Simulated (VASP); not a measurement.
# Ru (P6_3/mmc) in VASP: notebook

The runs below take Ru through relaxation of cell and atoms, with revPBE.

Everything below comes from runs of VASP 6.6.1. Logs are shortened: lines on timing, memory, paths and dates and some standing lists are left out, and cuts for length are marked.

### 1 The cell of the first run

The structure is hexagonal, space group P6_3/mmc (No. 194). Conventional cell: a = 2.680 Å, b = 2.680 Å, c = 4.376 Å, α = 90.00°, β = 90.00°, γ = 120.00°. Within 3.5 Å of Ru (site symmetry -6m2) lie 12 Ru at 2.68 Å.

### 2 Relaxation of cell and atoms, revPBE, target pressure 5 GPa, at which the enthalpy is minimised

Contents of INCAR:

```
SYSTEM = Ru
  ALGO = Normal
  EDIFF = 1E-6
  EDIFFG = -0.02
  ENCUT = 600
  GGA = RE
  IBRION = 2
  ISIF = 3
  ISMEAR = -1
  LASPH = .TRUE.
  LCHARG = .FALSE.
  LREAL = .FALSE.
  LWAVE = .FALSE.
  NELM = 80
  NSW = 80
  PREC = Accurate
  PSTRESS = 50.0
  SIGMA = 0.1
```

Contents of KPOINTS:

```
k-points
0
G
  7 7 4
  0 0 0
```

Contents of POSCAR:

```
Ru
1.0
    2.6800000000      0.0000000000      0.0000000000
   -1.3400000000      2.3209480821      0.0000000000
    0.0000000000      0.0000000000      4.3764400000
Ru
2
Direct
    0.3333333333      0.6666666667      0.2500000000
    0.6666666667      0.3333333333      0.7500000000
```

Potentials or basis: VASP PAW PBE potentials, release 64 (Ru_pv).

Command:

```console
$ cat potpaw_PBE.64/Ru_pv/POTCAR > POTCAR
$ mpirun -np 1 vasp_std > vasp.out
```

OUTCAR:

```text
SYSTEM = Ru
   EDIFF = 1E-6
   EDIFFG = -0.02
   ENCUT = 600
   GGA = RE
   IBRION = 2
   ISIF = 3
   ISMEAR = -1
   LASPH = .TRUE.
   LREAL = .FALSE.
   NELM = 80
   NSW = 80
   PREC = Accurate
   PSTRESS = 50.0

 ion  position               nearest neighbor table
   1  0.333  0.667  0.250-   2 2.68   2 2.68   2 2.68   2 2.68   2 2.68   2 2.68
   2  0.667  0.333  0.750-   1 2.68   1 2.68   1 2.68   1 2.68   1 2.68   1 2.68

  LATTYP: Found a hexagonal cell.
 ALAT       =     2.6800000000
 C/A-ratio  =     1.6330000000

  Lattice vectors:

 A1 = (   2.6800000000,   0.0000000000,   0.0000000000)
 A2 = (  -1.3400000000,   2.3209480821,   0.0000000000)
 A3 = (   0.0000000000,   0.0000000000,   4.3764400000)

Analysis of symmetry for initial positions (statically):
=====================================================================
 Subroutine PRICEL returns:
 Original cell was already a primitive cell.

 Routine SETGRP: Setting up the symmetry group for a
 hexagonal supercell.

 Subroutine GETGRP returns: Found 24 space group operations
 (whereof 12 operations were pure point group operations)
 out of a pool of 24 trial point group operations.

The static configuration has the point symmetry D_3d.
 The point group associated with its full space group is D_6h.

Analysis of symmetry for dynamics (positions and initial velocities):
=====================================================================
 Subroutine PRICEL returns:
 Original cell was already a primitive cell.

 Routine SETGRP: Setting up the symmetry group for a
 hexagonal supercell.

 Subroutine GETGRP returns: Found 24 space group operations
 (whereof 12 operations were pure point group operations)
 out of a pool of 24 trial point group operations.

The dynamic configuration has the point symmetry D_3d.
 The point group associated with its full space group is D_6h.

 Subroutine INISYM returns: Found 24 space group operations
 (whereof 12 operations are pure point group operations),
 and found     1 'primitive' translations

----------------------------------------------------------------------------------------

                                     Primitive cell

  volume of cell :      27.2221

  direct lattice vectors                    reciprocal lattice vectors
     2.680000000  0.000000000  0.000000000     0.373134328  0.215429205  0.000000000
    -1.340000000  2.320948082  0.000000000     0.000000000  0.430858410  0.000000000
     0.000000000  0.000000000  4.376440000     0.000000000  0.000000000  0.228496221

  length of vectors
     2.680000000  2.680000000  4.376440000     0.430858410  0.430858410  0.228496221

  position of ions in fractional coordinates (direct lattice)
     0.333333333  0.666666667  0.250000000
     0.666666667  0.333333333  0.750000000

  ion indices of the primitive-cell ions
   primitive index   ion index
                 1           1
                 2           2

----------------------------------------------------------------------------------------

 KPOINTS: k-points

Automatic generation of k-mesh.
 Grid dimensions read from file:
 generate k-points for:    7    7    4

 Generating k-lattice:

  Cartesian coordinates                     Fractional coordinates (reciprocal lattice)
     0.053304904  0.030775601  0.000000000     0.142857143  0.000000000  0.000000000
     0.000000000  0.061551201  0.000000000     0.000000000  0.142857143  0.000000000
     0.000000000  0.000000000  0.057124055     0.000000000  0.000000000  0.250000000

  Length of vectors
     0.061551201  0.061551201  0.057124055

  Shift w.r.t. Gamma in fractional coordinates (k-lattice)
     0.000000000  0.000000000  0.000000000

 Subroutine IBZKPT returns following result:
 ===========================================

 Found     24 irreducible k-points:

 Following reciprocal coordinates:
            Coordinates               Weight
  0.000000  0.000000  0.000000      1.000000
  0.142857  0.000000  0.000000      6.000000
  0.285714  0.000000  0.000000      6.000000
  0.428571 -0.000000  0.000000      6.000000
  0.142857  0.142857  0.000000      6.000000
  0.285714  0.142857  0.000000     12.000000
[... 16 lines left out ...]
  0.428571  0.142857  0.500000      6.000000
  0.285714  0.285714  0.500000      6.000000
   k-points           NKPTS =     24   k-points in BZ     NKDIM =     24   number of bands    NBANDS=     18
   number of dos      NEDOS =    301   number of ions     NIONS =      2
   total plane-waves  NPLWV =  20736
   dimension x,y,z NGX =    24 NGY =   24 NGZ =   36
   dimension x,y,z NGXF=    48 NGYF=   48 NGZF=   72
   ions per type =               2
   NGX,Y,Z   is equivalent  to a cutoff of  14.89, 14.89, 13.68 a.u.
   NGXF,Y,Z  is equivalent  to a cutoff of  29.78, 29.78, 27.35 a.u.
 SYSTEM =  Ru
   PREC   = accura    normal or accurate (medium, high low for compatibility)
   ISTART =      0    job   : 0-new  1-cont  2-samecut
   ICHARG =      2    charge: 1-file 2-atom 10-const
   ISPIN  =      1    spin polarized calculation?
   LNONCOLLINEAR =      F non collinear calculations
   LSORBIT =      F    spin-orbit coupling
   LASPH  =      T    aspherical Exc in radial PAW
   ENCUT  =  600.0 eV  44.10 Ry    6.64 a.u.   5.35  5.35  8.74*2*pi/ulx,y,z
   NELM   =     80;   NELMIN=  2; NELMDL= -5     # of ELM steps
   EDIFF  = 0.1E-05   stopping-criterion for ELM
   LREAL  =      F    real-space projection
   EDIFFG = -.2E-01   stopping-criterion for IOM
   NSW    =     80    number of steps for IOM
   IBRION =      2    ionic relax: 0-MD 1-quasi-New 2-CG
   NFREE  =      1    steps in history (QN), initial steepest desc. (CG)
   ISIF   =      3    stress and relaxation
   ISYM   =      2    0-nonsym 1-usesym 2-fastsym
   POTIM  = 0.5000    time-step for ionic-motion
   TEBEG  =    0.0;   TEEND  =   0.0 temperature during run
   PSTRESS=   50.0 pullay stress
   NELECT =      28.0000    total number of electrons
   NUPDOWN=      -1.0000    fix difference up-down
   EMIN   =  10.00;   EMAX   =-10.00  energy-range for DOS
   EFERMI =   0.00;   METHOD = LEGACY
   ISMEAR =    -1;   SIGMA  =   0.10  broadening in eV -4-tet -1-fermi 0-gaus
   EFERMI_NEDOS =   21; number of points for ismear=-14 and -15
   IALGO  =     38    algorithm
   IMIX   =      4    mixing-type and parameters
     AMIX     =   0.40;   BMIX     =  1.00
     AMIX_MAG =   1.60;   BMIX_MAG =  1.00
  volume/ion in A,a.u.               =      13.61        91.85
  Fermi-wavevector in a.u.,A,eV,Ry     =   1.652547  3.122861 37.156300  2.730911
  Thomas-Fermi vector in A             =   2.741137
   LORBIT       =      0    0 simple, 1 ext, 2 COOP (PROOUT), +10 PAW based schemes
   GGA     = RE    functional components
   LHFCALC =     F    Hartree Fock is set to
   AEXX    =    0.0000 exact exchange contribution
   IVDW    =     0    specifies the selected vdW correction
   LEPSILON=     F    determine dielectric tensor
   LRPA    =     F    only Hartree local field effects (RPA)
 conjugate gradient relaxation of ions
 non-spin polarized calculation
  energy-cutoff  :      600.00
  volume of cell :       27.22
 maximum number of plane-waves:       923
 NGX is ok and might be reduce to    24
   NGX = 11   NGY = 11   NGZ = 17

--------------------------------------- Ionic step        1  -------------------------------------------

 number of electron      28.0000001 magnetization

 Free energy of the ion-electron system (eV)
  ---------------------------------------------------
  ext. energy  EPLUGINS =         0.00000000
  ---------------------------------------------------
  free energy    TOTEN  =       -17.37843048 eV

  energy without entropy =      -17.28895147  energy(sigma->0) =      -17.33369097

------------------------ aborting loop because EDIFF is reached ----------------------------------------

  FORCE on cell =-STRESS in cart. coord.  units (eV):
  Direction    XX          YY          ZZ          XY          YZ          ZX
  --------------------------------------------------------------------------------------
  -------------------------------------------------------------------------------------
  Total        2.3470467      2.3470467     -0.7811957     -0.0000000      0.0000000      0.0000000
  in kB      138.1373493    138.1373493    -45.9779106     -0.0000000      0.0000000      0.0000000
  external PRESSURE =      26.7655960 kB  Pullay stress =      50.0000000 kB

 VOLUME and BASIS-vectors are now :
 -----------------------------------------------------------------------------
  energy-cutoff  :      600.00
  volume of cell :       27.22
      direct lattice vectors                 reciprocal lattice vectors
     2.680000000  0.000000000  0.000000000     0.373134328  0.215429205  0.000000000
    -1.340000000  2.320948082  0.000000000     0.000000000  0.430858410  0.000000000
     0.000000000  0.000000000  4.376440000     0.000000000  0.000000000  0.228496221

 POSITION                                       TOTAL-FORCE (eV/Angst)
 -----------------------------------------------------------------------------------
     -0.00000      1.54730      1.09411        -0.000000      0.000000      0.000000
      1.34000      0.77365      3.28233         0.000000     -0.000000      0.000000
 -----------------------------------------------------------------------------------
    total drift:                               -0.000000      0.000000     -0.000000

  FREE ENERGIE OF THE ION-ELECTRON SYSTEM (eV)
  ---------------------------------------------------
  free  energy   TOTEN  =       -17.3784304796 eV
[... 95 lines left out ...]
 VOLUME and BASIS-vectors are now :
 -----------------------------------------------------------------------------
  energy-cutoff  :      600.00
  volume of cell :       26.89
      direct lattice vectors                 reciprocal lattice vectors
     2.718207299  0.000000000  0.000000000     0.367889528  0.212401118 -0.000000000
    -1.359103650  2.354036574 -0.000000000     0.000000000  0.424802236  0.000000000
     0.000000000  0.000000000  4.203045481    -0.000000000  0.000000000  0.237922717

 POSITION                                       TOTAL-FORCE (eV/Angst)
 -----------------------------------------------------------------------------------
     -0.00000      1.56936      1.05076         0.000000      0.000000      0.000000
      1.35910      0.78468      3.15228        -0.000000      0.000000      0.000000
 -----------------------------------------------------------------------------------
    total drift:                               -0.000000      0.000000     -0.000000

  FREE ENERGIE OF THE ION-ELECTRON SYSTEM (eV)
  ---------------------------------------------------
  free  energy   TOTEN  =       -17.4004850411 eV

  energy  without entropy=      -17.3233276351  energy(sigma->0) =      -17.36190634

  enthalpy is  TOTEN    =       -16.5611810431 eV   P V=        0.8393039979

--------------------------------------- Ionic step        5  -------------------------------------------

 number of electron      28.0000003 magnetization

 Free energy of the ion-electron system (eV)
  ---------------------------------------------------
  ext. energy  EPLUGINS =         0.00000000
  ---------------------------------------------------
  free energy    TOTEN  =       -17.43265084 eV

  energy without entropy =      -17.35049219  energy(sigma->0) =      -17.39157151

 E-fermi :  12.7429     XC(G=0): -13.9944

 val. band max:       12.7374814972   @ k =   0.1429   0.1429   0.0000
 cond. band min:      12.7688132815   @ k =   0.2857   0.1429   0.0000
 fundamental gap:      0.0313317843
 Fermi energy:        12.7429154072

 k-point     1 :       0.0000    0.0000    0.0000
  band No.  band energies     occupation
      1     -30.9389      2.00000
      2     -29.9907      2.00000
      3     -29.9907      2.00000
      4     -29.8145      2.00000
      5     -29.8145      2.00000
      6     -29.8061      2.00000
[... 10 lines left out ...]
     17      13.8606      0.00003
     18      14.1245      0.00000

 k-point     2 :       0.1429    0.0000    0.0000
  band No.  band energies     occupation
      1     -30.8732      2.00000
      2     -30.1203      2.00000
      3     -30.0350      2.00000
      4     -29.9493      2.00000
      5     -29.8396      2.00000
      6     -29.8320      2.00000
[... 10 lines left out ...]
     17      14.1045      0.00000
     18      17.3793      0.00000
[... 473 lines left out ...]
 VOLUME and BASIS-vectors are now :
 -----------------------------------------------------------------------------
  energy-cutoff  :      600.00
  volume of cell :       27.45
      direct lattice vectors                 reciprocal lattice vectors
     2.727352552  0.000000000  0.000000000     0.366655935  0.211688903 -0.000000000
    -1.363676276  2.361956595 -0.000000000     0.000000000  0.423377806  0.000000000
     0.000000000  0.000000000  4.261116579    -0.000000000  0.000000000  0.234680273

 POSITION                                       TOTAL-FORCE (eV/Angst)
 -----------------------------------------------------------------------------------
     -0.00000      1.57464      1.06528        -0.000000      0.000000      0.000000
      1.36368      0.78732      3.19584         0.000000      0.000000      0.000000
 -----------------------------------------------------------------------------------
    total drift:                               -0.000000      0.000000     -0.000000

  FREE ENERGIE OF THE ION-ELECTRON SYSTEM (eV)
  ---------------------------------------------------
  free  energy   TOTEN  =       -17.4326508372 eV

  energy  without entropy=      -17.3504921873  energy(sigma->0) =      -17.39157151

  enthalpy is  TOTEN    =       -16.5760154098 eV   P V=        0.8566354275

 reached required accuracy - stopping structural energy minimisation
```

Wall time 98 s (1 thread of Intel Xeon 8259CL, shared host); peak memory 0.16 GiB.

What came out:

* Free energy: -17.4327 eV
* Relaxed volume: 13.72 Å³/atom
* Relaxed cell: a = 2.727 Å, b = 2.727 Å, c = 4.261 Å, α = 90.00°, β = 90.00°, γ = 120.00°
* Space group after relaxing (to 0.05 Å): P6_3/mmc (No. 194)
* Energy change on relaxing (the enthalpy is what falls): -27.1 meV/atom
* Ionic steps: 5
* Pressure after relaxing: 4.9 GPa
* Band gap on the k mesh: zero (band 14 reaches 13.99 eV, above the bottom of band 15 at 11.24 eV)

The path:
```tsv
step	energy change (eV)	largest force (eV/Å)	pressure (GPa)	volume (Å³)
1	0.0000	0.0000	7.68	27.22
2	-0.0371	0.0000	-1.31	28.07
3	-0.0590	0.0000	2.15	27.68
4	-0.0221	0.0000	11.97	26.89
5	-0.0542	0.0000	4.86	27.45
```

Final structure:
```
Ru
1.0
     2.72735    0.00000    0.00000
    -1.36368    2.36196    0.00000
     0.00000    0.00000    4.26112
Ru
2
Cartesian
  0.0000 1.5746 1.0653
  1.3637 0.7873 3.1958
```

Levels at points of the mesh, in eV from the Fermi level:
| k point | band 10 | band 11 | band 12 | band 13 | band 14 | band 15 | band 16 | band 17 | band 18 |
| --- | --- | --- | --- | --- | --- | --- | --- | --- | --- |
| (0.00, 0.00, 0.00) | -2.58 | -2.30 | -1.88 | -1.88 | -1.51 | -1.51 | 1.12 | 1.12 | 1.38 |
| (0.00, 0.00, 0.50) | -2.78 | -2.78 | -2.78 | -2.65 | -2.65 | 0.51 | 0.51 | 0.51 | 0.51 |

Caveat: the k points lie up to 0.38 Å⁻¹ apart in the final cell; the cell is relaxed towards a set pressure, so the enthalpy falls and the energy may rise; the PAW data sets were made with another functional, which shifts forces and pressure a little.

(Part 1 of 2 ends here.)
